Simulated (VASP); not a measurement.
# CuB3Os (R-3c) in VASP: single point with PBE

Aim: the single point of CuB3Os with PBE.

Everything below comes from runs of VASP 6.6.1. Logs are shortened: lines on timing, memory, paths and dates and some standing lists are left out, and cuts for length are marked.

## (1) The cell of the first run

It takes space group R-3c (No. 167, trigonal). Conventional cell: a = 4.688 Å, b = 4.688 Å, c = 11.457 Å, α = 90.00°, β = 90.00°, γ = 120.00°. Cu (site symmetry -3) has 6 B at 1.66 Å within 2.2 Å. Within 2.2 Å of B (site symmetry 2) lie 2 Cu at 1.66 Å. Os (site symmetry 32) has 12 B at 2.23 to 2.46 Å and 8 Cu at 2.86 to 2.87 Å within 2.9 Å.

## (2) Single point, PBE

Contents of INCAR:

```
SYSTEM = CuB3Os
ALGO = Normal
EDIFF = 1E-6
ENCUT = 520
GGA = PE
ISIF = 2
ISMEAR = 0
LASPH = .True.
LCHARG = .False.
LREAL = .False.
LWAVE = .False.
NBANDS = 39
NELM = 80
PREC = Accurate
SIGMA = 0.1
```

Contents of KPOINTS:

```
k-points
0
Gamma
  6 6 6
  0 0 0
```

Contents of POSCAR:

```
CuB3Os
1.0
    2.3438552011      1.3532254313      3.8189680516
   -2.3438552011      1.3532254313      3.8189680516
    0.0000000000     -2.7064508626      3.8189680516
Cu B Os
2 6 2
Direct
    0.5000000000      0.5000000000      0.5000000000
    0.0000000000      0.0000000000      0.0000000000
    0.2250000000      0.2750000000      0.7500000000
    0.2750000000      0.7500000000      0.2250000000
    0.7750000000      0.7250000000      0.2500000000
    0.2500000000      0.7750000000      0.7250000000
    0.7250000000      0.2500000000      0.7750000000
    0.7500000000      0.2250000000      0.2750000000
    0.7500000000      0.7500000000      0.7500000000
    0.2500000000      0.2500000000      0.2500000000
```

Potentials or basis: VASP PAW PBE potentials, release 64 (Cu, B, Os).

Started as:

```
$ cat potpaw_PBE.64/Cu/POTCAR potpaw_PBE.64/B/POTCAR potpaw_PBE.64/Os/POTCAR > POTCAR
$ mpirun -np 1 vasp_std > vasp.out
```

OUTCAR:

```text
SYSTEM = CuB3Os
   EDIFF = 1E-6
   ENCUT = 520
   GGA = PE
   ISIF = 2
   ISMEAR = 0
   LASPH = .True.
   LREAL = .False.
   NELM = 80
   PREC = Accurate

 ion  position               nearest neighbor table
   1  0.500  0.500  0.500-   6 1.66   8 1.66   7 1.66   4 1.66   5 1.66   3 1.66   9 2.86  10 2.86
                            10 2.87  10 2.87   9 2.87   9 2.87  10 2.87   9 2.87
   2  0.000  0.000  0.000-   4 1.66   7 1.66   6 1.66   8 1.66   5 1.66   3 1.66   9 2.86  10 2.86
                             9 2.87   9 2.87  10 2.87  10 2.87   9 2.87  10 2.87
   3  0.225  0.275  0.750-   1 1.66   2 1.66   9 2.23  10 2.34  10 2.34   9 2.46
   4  0.275  0.750  0.225-   2 1.66   1 1.66   9 2.23  10 2.34  10 2.34   9 2.46
   5  0.775  0.725  0.250-   1 1.66   2 1.66  10 2.23   9 2.34   9 2.34  10 2.46
   6  0.250  0.775  0.725-   1 1.66   2 1.66  10 2.23   9 2.34   9 2.34  10 2.46
   7  0.725  0.250  0.775-   2 1.66   1 1.66  10 2.23   9 2.34   9 2.34  10 2.46
   8  0.750  0.225  0.275-   1 1.66   2 1.66   9 2.23  10 2.34  10 2.34   9 2.46
   9  0.750  0.750  0.750-   3 2.23   4 2.23   8 2.23   7 2.34   6 2.34   7 2.34   6 2.34   5 2.34
                             5 2.34   3 2.46   8 2.46   4 2.46   2 2.86   1 2.86   1 2.87   1 2.87
  10  0.250  0.250  0.250-   5 2.23   6 2.23   7 2.23   8 2.34   4 2.34   4 2.34   8 2.34   3 2.34
                             3 2.34   5 2.46   7 2.46   6 2.46   1 2.86   2 2.86   2 2.87   2 2.87

  LATTYP: Found a trigonal (rhomboedric) cell.
 ALAT       =     4.6807470825
 COS(alpha) =     0.4985112421

  Lattice vectors:

 A1 = (   2.3438552011,   1.3532254313,   3.8189680516)
 A2 = (  -2.3438552011,   1.3532254313,   3.8189680516)
 A3 = (   0.0000000000,  -2.7064508626,   3.8189680516)

Analysis of symmetry for initial positions (statically):
=====================================================================
 Subroutine PRICEL returns:
 Original cell was already a primitive cell.

 Routine SETGRP: Setting up the symmetry group for a
 trigonal (rhombohedral) supercell.

 Subroutine GETGRP returns: Found 12 space group operations
 (whereof  6 operations were pure point group operations)
 out of a pool of 12 trial point group operations.

The static configuration has the point symmetry S_6 .
 The point group associated with its full space group is D_3d.

Analysis of symmetry for dynamics (positions and initial velocities):
=====================================================================
 Subroutine PRICEL returns:
 Original cell was already a primitive cell.

 Routine SETGRP: Setting up the symmetry group for a
 trigonal (rhombohedral) supercell.

 Subroutine GETGRP returns: Found 12 space group operations
 (whereof  6 operations were pure point group operations)
 out of a pool of 12 trial point group operations.

The dynamic configuration has the point symmetry S_6 .
 The point group associated with its full space group is D_3d.

 Subroutine INISYM returns: Found 12 space group operations
 (whereof  6 operations are pure point group operations),
 and found     1 'primitive' translations

----------------------------------------------------------------------------------------

                                     Primitive cell

  volume of cell :      72.6772

  direct lattice vectors                    reciprocal lattice vectors
     2.343855201  1.353225431  3.818968052     0.213323758  0.123162529  0.087283614
    -2.343855201  1.353225431  3.818968052    -0.213323758  0.123162529  0.087283614
     0.000000000 -2.706450863  3.818968052     0.000000000 -0.246325058  0.087283614

  length of vectors
     4.680747083  4.680747083  4.680747083     0.261332095  0.261332095  0.261332095

  position of ions in fractional coordinates (direct lattice)
     0.500000000  0.500000000  0.500000000
     0.000000000  0.000000000  0.000000000
     0.225000000  0.275000000  0.750000000
     0.275000000  0.750000000  0.225000000
     0.775000000  0.725000000  0.250000000
     0.250000000  0.775000000  0.725000000
     0.725000000  0.250000000  0.775000000
     0.750000000  0.225000000  0.275000000
     0.750000000  0.750000000  0.750000000
     0.250000000  0.250000000  0.250000000

  ion indices of the primitive-cell ions
   primitive index   ion index
                 1           1
                 2           2
                 3           3
                 4           4
                 5           5
                 6           6
                 7           7
                 8           8
                 9           9
                10          10

----------------------------------------------------------------------------------------

 KPOINTS: k-points

Automatic generation of k-mesh.
 Grid dimensions read from file:
 generate k-points for:    6    6    6

 Generating k-lattice:

  Cartesian coordinates                     Fractional coordinates (reciprocal lattice)
     0.035553960  0.020527088  0.014547269     0.166666667  0.000000000  0.000000000
    -0.035553960  0.020527088  0.014547269     0.000000000  0.166666667  0.000000000
     0.000000000 -0.041054176  0.014547269     0.000000000  0.000000000  0.166666667

  Length of vectors
     0.043555349  0.043555349  0.043555349

  Shift w.r.t. Gamma in fractional coordinates (k-lattice)
     0.000000000  0.000000000  0.000000000

 Subroutine IBZKPT returns following result:
 ===========================================

 Found     32 irreducible k-points:

 Following reciprocal coordinates:
            Coordinates               Weight
  0.000000  0.000000  0.000000      1.000000
  0.166667  0.000000  0.000000      6.000000
  0.333333  0.000000  0.000000      6.000000
  0.500000  0.000000  0.000000      3.000000
  0.166667  0.166667  0.000000      6.000000
  0.333333  0.166667  0.000000     12.000000
[... 16 lines left out ...]
  0.500000  0.500000  0.166667      6.000000
 -0.333333  0.500000  0.166667     12.000000
 [... further k-points ...]
   k-points           NKPTS =     32   k-points in BZ     NKDIM =     32   number of bands    NBANDS=     39
   number of dos      NEDOS =    301   number of ions     NIONS =     10
   total plane-waves  NPLWV =  46656
   dimension x,y,z NGX =    36 NGY =   36 NGZ =   36
   dimension x,y,z NGXF=    72 NGYF=   72 NGZF=   72
   ions per type =               2   6   2
   NGX,Y,Z   is equivalent  to a cutoff of  12.79, 12.79, 12.79 a.u.
   NGXF,Y,Z  is equivalent  to a cutoff of  25.57, 25.57, 25.57 a.u.
 SYSTEM =  CuB3Os
   PREC   = accura    normal or accurate (medium, high low for compatibility)
   ISTART =      0    job   : 0-new  1-cont  2-samecut
   ICHARG =      2    charge: 1-file 2-atom 10-const
   ISPIN  =      1    spin polarized calculation?
   LNONCOLLINEAR =      F non collinear calculations
   LSORBIT =      F    spin-orbit coupling
   LASPH  =      T    aspherical Exc in radial PAW
   ENCUT  =  520.0 eV  38.22 Ry    6.18 a.u.   8.70  8.70  8.70*2*pi/ulx,y,z
   NELM   =     80;   NELMIN=  2; NELMDL= -5     # of ELM steps
   EDIFF  = 0.1E-05   stopping-criterion for ELM
   LREAL  =      F    real-space projection
   EDIFFG = 0.1E-04   stopping-criterion for IOM
   NSW    =      0    number of steps for IOM
   IBRION =     -1    ionic relax: 0-MD 1-quasi-New 2-CG
   NFREE  =      0    steps in history (QN), initial steepest desc. (CG)
   ISIF   =      2    stress and relaxation
   ISYM   =      2    0-nonsym 1-usesym 2-fastsym
   POTIM  = 0.5000    time-step for ionic-motion
   TEBEG  =    0.0;   TEEND  =   0.0 temperature during run
   PSTRESS=    0.0 pullay stress
   NELECT =      56.0000    total number of electrons
   NUPDOWN=      -1.0000    fix difference up-down
   EMIN   =  10.00;   EMAX   =-10.00  energy-range for DOS
   EFERMI =   0.00;   METHOD = LEGACY
   ISMEAR =     0;   SIGMA  =   0.10  broadening in eV -4-tet -1-fermi 0-gaus
   EFERMI_NEDOS =   21; number of points for ismear=-14 and -15
   IALGO  =     38    algorithm
   IMIX   =      4    mixing-type and parameters
     AMIX     =   0.40;   BMIX     =  1.00
     AMIX_MAG =   1.60;   BMIX_MAG =  1.00
  volume/ion in A,a.u.               =       7.27        49.04
  Fermi-wavevector in a.u.,A,eV,Ry     =   1.500853  2.836201 30.647928  2.252559
  Thomas-Fermi vector in A             =   2.612299
   LORBIT       =      0    0 simple, 1 ext, 2 COOP (PROOUT), +10 PAW based schemes
   GGA     = PE    functional components
   LHFCALC =     F    Hartree Fock is set to
   AEXX    =    0.0000 exact exchange contribution
   IVDW    =     0    specifies the selected vdW correction
   LEPSILON=     F    determine dielectric tensor
   LRPA    =     F    only Hartree local field effects (RPA)
 non-spin polarized calculation
 Gauss-broadening in eV      SIGMA  =   0.10
  energy-cutoff  :      520.00
  volume of cell :       72.68
 maximum number of plane-waves:      1974
   NGX = 17   NGY = 17   NGZ = 17

 number of electron      55.9999973 magnetization

 Free energy of the ion-electron system (eV)
  ---------------------------------------------------
  ext. energy  EPLUGINS =         0.00000000
  ---------------------------------------------------
  free energy    TOTEN  =       -41.42089385 eV

  energy without entropy =      -41.40972183  energy(sigma->0) =      -41.41530784

 E-fermi :  12.6320     XC(G=0): -14.1866

 val. band max:       12.5942235804   @ k =   0.5000   0.3333   0.0000
 cond. band min:      12.6548770422   @ k =   0.1667   0.1667   0.1667
 fundamental gap:      0.0606534618
 Fermi energy:        12.6319910266

 k-point     1 :       0.0000    0.0000    0.0000
  band No.  band energies     occupation
      1      -4.5087      2.00000
      2       1.2921      2.00000
      3       1.2921      2.00000
      4       1.9652      2.00000
      5       1.9668      2.00000
      6       1.9668      2.00000
[... 31 lines left out ...]
     38      17.4111      0.00000
     39      17.4249      0.00000
[... 964 lines left out ...]
     38      18.3373      0.00000
     39      18.8242      0.00000

 [... further k-points ...]

------------------------ aborting loop because EDIFF is reached ----------------------------------------

  FORCE on cell =-STRESS in cart. coord.  units (eV):
  Direction    XX          YY          ZZ          XY          YZ          ZX
  --------------------------------------------------------------------------------------
  -------------------------------------------------------------------------------------
  Total       70.3458010     70.3458010     65.9787842     -0.0000000      0.0000000     -0.0000000
  in kB     1550.7813042   1550.7813043   1454.5099151     -0.0000000      0.0000000     -0.0000000
  external PRESSURE =    1518.6908412 kB  Pullay stress =       0.0000000 kB

 VOLUME and BASIS-vectors are now :
 -----------------------------------------------------------------------------
  energy-cutoff  :      520.00
  volume of cell :       72.68
      direct lattice vectors                 reciprocal lattice vectors
     2.343855201  1.353225431  3.818968052     0.213323758  0.123162529  0.087283614
    -2.343855201  1.353225431  3.818968052    -0.213323758  0.123162529  0.087283614
     0.000000000 -2.706450863  3.818968052     0.000000000 -0.246325058  0.087283614

 POSITION                                       TOTAL-FORCE (eV/Angst)
 -----------------------------------------------------------------------------------
      0.00000      0.00000      5.72845         0.000000      0.000000     -0.000000
      0.00000      0.00000      0.00000         0.000000      0.000000     -0.000000
     -0.11719     -1.35323      4.77371        -1.332134     -0.000000      0.000000
     -1.11333      0.77810      4.77371         0.666067      1.153662     -0.000000
      0.11719      1.35323      6.68319         1.332134      0.000000      0.000000
     -1.23052     -0.57512      6.68319        -0.666067      1.153662     -0.000000
      1.11333     -0.77810      6.68319        -0.666067     -1.153662     -0.000000
      1.23052      0.57512      4.77371         0.666067     -1.153662     -0.000000
      0.00000      0.00000      8.59268         0.000000     -0.000000     -0.000000
      0.00000      0.00000      2.86423         0.000000     -0.000000     -0.000000
 -----------------------------------------------------------------------------------
    total drift:                                0.000000     -0.000000      0.000000

  FREE ENERGIE OF THE ION-ELECTRON SYSTEM (eV)
  ---------------------------------------------------
  free  energy   TOTEN  =       -41.4208938466 eV

  energy  without entropy=      -41.4097218313  energy(sigma->0) =      -41.41530784
```

Wall time 1.7 min (1 thread of Intel Xeon Platinum 8488C (Sapphire Rapids), shared host); peak memory 0.25 GiB.

Results:

- Free energy: -41.4209 eV
- Pressure: 151.9 GPa
- Largest force: 1.332 eV/Å
- Band gap on the k mesh: zero (band 28 reaches 12.99 eV, above the bottom of band 29 at 12.25 eV)

Forces on the atoms (eV/Å):
```
Cu   0.000  0.000  0.000
Cu   0.000  0.000  0.000
B   -1.332  0.000  0.000
B    0.666  1.154  0.000
B    1.332  0.000  0.000
B   -0.666  1.154  0.000
B   -0.666 -1.154  0.000
B    0.666 -1.154  0.000
Os   0.000  0.000  0.000
Os   0.000  0.000  0.000
```

Caveat: spin-orbit coupling is left out, which moves the levels of the heavy elements; forces of over 1 eV/Å act on the atoms, so gaps and moduli don't describe the material at rest.
